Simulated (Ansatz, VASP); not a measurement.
Ca in VASP and in Ansatz

The input INCAR:

```
PREC = Accurate
ENCUT = 520
EDIFF = 1E-6
ISMEAR = 0
SIGMA = 0.1
LREAL = F
LASPH = T
NELM = 60
ALGO = Normal
ISIF = 2
LWAVE = F
LCHARG = F
GGA = PS
NBANDS = 11
```

File KPOINTS:

```
Automatic mesh
0
Gamma
  12 12 12
```

Contents of POSCAR:

```
Ca
1.0
    3.4890400922      0.0000000000      0.0000000000
    0.0000000000      3.4890400922      0.0000000000
    0.0000000000      0.0000000000      3.4890400922
Ca
1
Direct
    0.0000000000      0.0000000000      0.0000000000
```

Input for Ansatz:

```yaml
crystal:
  lattice:
    - [3.4890400922, 0.0, 0.0]
    - [0.0, 3.4890400922, 0.0]
    - [0.0, 0.0, 3.4890400922]
  atoms:
    - { symbol: Ca, position: [0.0, 0.0, 0.0] }
basis:
  ecutwfc: 420
kpoints:
  mp_grid: { grid: [12, 12, 12] }
hamiltonian:
  xc: pbesol
scf:
  occupations: { method: gaussian, width: 0.1 }
output:
  forces: true
  stress: true
  eigenvalues: true
```

Alike in both runs: task single point; functional PBEsol; k mesh 12 × 12 × 12; occupations gaussian, width 0.1 eV; no spin polarisation.

```csv
,VASP,Ansatz
version,VASP 6.6.1,Ansatz 0.2.0
potentials or method,"VASP PAW PBE potentials, release 64 (Ca_sv), cutoff 520 eV","scalar-relativistic, plane waves, PAW"
valence electrons in the cell,10,10
```

```csv
,VASP,Ansatz,Ansatz less VASP
gap on the k mesh at the Fermi level (eV),none,none,-
pressure (GPa),-0.4,-0.4,+0.02
```

VASP's potentials were made for PBE, not for PBEsol. A gap of «none» marks a metal or a gap that the smearing closes. With one functional, cell and mesh, what is left measures potentials, basis and numerics.
